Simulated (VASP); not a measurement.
# Pt (R-3m) in VASP: further runs, part 2 of 2

VASP 6.6.1.

## (3) Single point, PBEsol

This run uses another cell than the first one, of 15.09 Å³/atom.

The input, INCAR:

```
  ALGO = Normal
  EDIFF = 1E-6
  ENCUT = 520
  GGA = PS
  ISIF = 2
  ISMEAR = 0
  LASPH = T
  LCHARG = F
  LREAL = F
  LWAVE = F
  NBANDS = 22
  NELM = 100
  PREC = Accurate
  SIGMA = 0.1
```

The input, KPOINTS:

```
k-points
0
Gamma
  9 9 9
```

The input, POSCAR:

```
Pt
1.0
    1.3673598281      0.7894455648      6.9913231052
   -1.3673598281      0.7894455648      6.9913231052
    0.0000000000     -1.5788911297      6.9913231052
Pt
3
Direct
    0.0000000000      0.0000000000      0.0000000000
    0.2227066447      0.2227066447      0.2227066447
    0.7772933553      0.7772933553      0.7772933553
```

Potentials or basis: VASP PAW PBE potentials, release 64 (Pt).

Run with:

```console
$ cat potpaw_PBE.64/Pt/POTCAR > POTCAR
$ mpirun -np 1 vasp_std > vasp.out
```

OUTCAR:

```text
EDIFF = 1E-6
   ENCUT = 520
   GGA = PS
   ISIF = 2
   ISMEAR = 0
   LASPH = T
   LREAL = F
   NELM = 100
   PREC = Accurate

 ion  position               nearest neighbor table
   1  0.000  0.000  0.000-   3 2.81   3 2.81   2 2.81   2 2.81   3 2.81   2 2.81
   2  0.223  0.223  0.223-   1 2.81   1 2.81   1 2.81   3 2.83   3 2.83   3 2.83
   3  0.777  0.777  0.777-   1 2.81   1 2.81   1 2.81   2 2.83   2 2.83   2 2.83

  LATTYP: Found a trigonal (rhomboedric) cell.
[... 796 lines left out ...]

  FORCE on cell =-STRESS in cart. coord.  units (eV):
  Direction    XX          YY          ZZ          XY          YZ          ZX
  --------------------------------------------------------------------------------------
  -------------------------------------------------------------------------------------
  Total       -0.1486736     -0.1486736     -0.1237794     -0.0000000      0.0000000      0.0000000
  in kB       -5.2605220     -5.2605220     -4.3796904     -0.0000000      0.0000000      0.0000000
  external PRESSURE =      -4.9669115 kB  Pullay stress =       0.0000000 kB

 VOLUME and BASIS-vectors are now :
 -----------------------------------------------------------------------------
  energy-cutoff  :      520.00
  volume of cell :       45.28
      direct lattice vectors                 reciprocal lattice vectors
     1.367359828  0.789445565  6.991323105     0.365668195  0.211118631  0.047678147
    -1.367359828  0.789445565  6.991323105    -0.365668195  0.211118631  0.047678147
     0.000000000 -1.578891130  6.991323105     0.000000000 -0.422237261  0.047678147

 POSITION                                       TOTAL-FORCE (eV/Angst)
 -----------------------------------------------------------------------------------
      0.00000      0.00000      0.00000         0.000000      0.000000     -0.000000
      0.00000     -0.00000      4.67104         0.000000      0.000000     -0.001809
      0.00000     -0.00000     16.30293         0.000000     -0.000000      0.001809
 -----------------------------------------------------------------------------------
    total drift:                                0.000000      0.000000     -0.000000

  FREE ENERGIE OF THE ION-ELECTRON SYSTEM (eV)
  ---------------------------------------------------
  free  energy   TOTEN  =       -20.8040769904 eV

  energy  without entropy=      -20.7731719599  energy(sigma->0) =      -20.78862448
```

stdout:

```text
POSCAR found type information on POSCAR Pt
 POSCAR found :  1 types and       3 ions
 scaLAPACK will be used
 -----------------------------------------------------------------------------
|                                                                             |
|                                                                             |
|     You enforced a specific xc type in the INCAR file but a different       |
|     I HOPE YOU KNOW WHAT YOU ARE DOING!                                     |
|                                                                             |
 -----------------------------------------------------------------------------

 LDA part: xc-table for (Slater+PW92), standard interpolation
 POSCAR, INCAR and KPOINTS ok, starting setup
 FFT: planning ... GRIDC
 FFT: planning ... GRID_SOFT
 FFT: planning ... GRID
 WAVECAR not read
 entering main loop
```

Wall time 6.2 min (1 thread of Intel Xeon Platinum 8488C (Sapphire Rapids), shared host); peak memory 0.4 GiB.

What came out:

| Item | Value |
| --- | --- |
| Free energy | -20.8041 eV |
| Pressure | -0.5 GPa |
| Band gap on the k mesh | zero (bands 15 and 16 overlap by 1.62 eV) |

Caveat: the PAW data sets were made with another functional, which shifts forces and pressure a little; spin-orbit coupling is left out, which moves the levels of the heavy elements.

## (4) Single point, PBEsol

This run uses another cell than the first one, of 18.37 Å³/atom.

The input, INCAR:

```
SYSTEM = Pt
PREC     = Accurate       ! precision mode
ENCUT    = 520            ! plane-wave cutoff, eV
EDIFF    = 1E-6           ! SCF threshold, eV
ISMEAR   = 0              ! smearing method
SIGMA    = 0.1            ! smearing width, eV
LREAL    = .FALSE.        ! projectors in reciprocal space
LASPH    = .TRUE.         ! aspherical terms in the spheres
NELM     = 80             ! most SCF steps
ALGO     = Fast           ! electronic algorithm
ISIF     = 2              ! what is computed and relaxed
LWAVE    = .FALSE.        ! write WAVECAR
LCHARG   = .FALSE.        ! write CHGCAR
GGA      = PS             ! functional
NBANDS   = 22             ! bands
```

The input, KPOINTS:

```
regular mesh
0
G
  9 9 9
  0 0 0
```

The input, POSCAR:

```
Pt
1.0
    1.4876971135      0.8589223289      7.1899468003
   -1.4876971135      0.8589223289      7.1899468003
    0.0000000000     -1.7178446580      7.1899468003
Pt
3
Direct
    0.0000000000      0.0000000000      0.0000000000
    0.2222200000      0.2222200000      0.2222200000
    0.7777800000      0.7777800000      0.7777800000
```

Run with:

```console
$ cat potpaw_PBE.64/Pt/POTCAR > POTCAR
$ mpirun -np 1 vasp_std > vasp.out
```

It took 7.3 min on 1 thread of Intel Xeon Platinum 8488C (Sapphire Rapids), shared host; peak memory 0.44 GiB.

The run converged. Its results:

```yaml
Free_energy: -19.5048 eV
Pressure: -32.8 GPa
Largest_force: 0.145 eV/Å
Band_gap_on_the_k_mesh: zero (bands 15 and 16 overlap by 1.17 eV)
```

Forces in eV/Å, atoms in the order of the input:
```
Pt   0.000  0.000  0.000
Pt   0.000  0.000  0.145
Pt   0.000  0.000 -0.145
```

Stress tensor (GPa, compression positive):
```
-33.78   0.00   0.00
  0.00 -33.78   0.00
  0.00   0.00 -30.74
```

Levels at points of the mesh, in eV from the Fermi level:
| k point | band 13 | band 14 | band 15 | band 16 | band 17 | band 18 | band 19 | band 20 |
| --- | --- | --- | --- | --- | --- | --- | --- | --- |
| (0.00, 0.00, 0.00) | -1.58 | -1.58 | -0.59 | -0.59 | -0.36 | -0.36 | 9.10 | 9.15 |

Caveat: the cell stands under tension; the PAW data sets were made with another functional, which shifts forces and pressure a little; spin-orbit coupling is left out, which moves the levels of the heavy elements.

## (5) The runs side by side

```tsv
cell	k mesh	gap on the mesh (eV)	pressure (GPa)
a = 7.149 Å, angles 22.0°, 3 atoms, atomic positions A	6 × 6 × 6	none	-0.5
a = 7.167 Å, angles 22.0°, 3 atoms, atomic positions B	9 × 9 × 9	none	-0.5
a = 7.392 Å, angles 23.2°, 3 atoms, atomic positions C	9 × 9 × 9	none	-32.8
```

Alike in all rows: task single point; level PBEsol; potentials or basis VASP PAW PBE potentials, release 64 (Pt); no spin polarisation; cutoff (eV) 520; smearing gaussian 0.1 eV.

Caveats: some runs use coarse meshes; the PAW data sets were made with another functional, which shifts forces and pressure a little; spin-orbit coupling is left out, which moves the levels of the heavy elements; the cell stands under tension (at least some runs).

Total energies depend on the potentials used, so only differences within one code and one set of settings carry meaning.
